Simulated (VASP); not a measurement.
Cr5Ru:

```
Cr Ru
1.0
     0.00000    3.23951    3.23951
     3.23951    0.00000    3.23951
     3.23951    3.23951    0.00000
Cr Ru
5 1
Direct
  0.62500 0.62500 0.62500
  0.12500 0.62500 0.62500
  0.62500 0.62500 0.12500
  0.62500 0.12500 0.62500
  0.25000 0.25000 0.25000
  0.00000 0.00000 0.00000
```

| Property | Result |
| --- | --- |
| Program | VASP 6.6.1 |
| Task | relaxation of cell and atoms |
| Functional | PBE |
| Potentials or basis | VASP PAW PBE potentials, release 64 (Cr_pv, Ru_pv) |
| Cutoff | 600 eV |
| k mesh | 5 × 5 × 5 |
| Occupations | fermi-dirac, width 0.1 eV |
| Spin | no spin polarisation |

At the start: pressure 22.0 GPa; volume 11.33 Å³/atom.

Q: How do energy, volume and symmetry change on relaxing?

A: Over 9 steps the energy falls by 58.9 meV/atom and the volume is 12.21 Å³/atom (+7.8 %); space group F-43m (No. 216, to 0.1 Å) before and after.

Step by step:
```
step  energy change (eV)  largest force (eV/Å)  pressure (GPa)  volume (Å³)
   1              0.0000                0.6144           22.00        67.99
   2              0.6880                0.3522          -25.76        84.48
   3             -0.3528                0.0293           -0.90        73.55
   4             -0.3535                0.0451           -0.17        73.33
   5             -0.3534                0.0532            0.16        73.22
   6             -0.3535                0.0256            0.36        73.18
   7             -0.3535                0.0058            0.29        73.20
   8             -0.3535                0.0158           -0.30        73.37
   9             -0.3536                0.0031            0.01        73.28
```

Final structure:
```
Cr Ru
1.0
     0.00000    3.32133    3.32133
     3.32133    0.00000    3.32133
     3.32133    3.32133    0.00000
Cr Ru
5 1
Direct
  0.62388 0.62388 0.62388
  0.12837 0.62388 0.62388
  0.62388 0.62388 0.12837
  0.62388 0.12837 0.62388
  0.25000 0.25000 0.25000
  0.00000 0.00000 0.00000
```

Caveat: the run has no spin polarisation, though such a crystal can be magnetic.
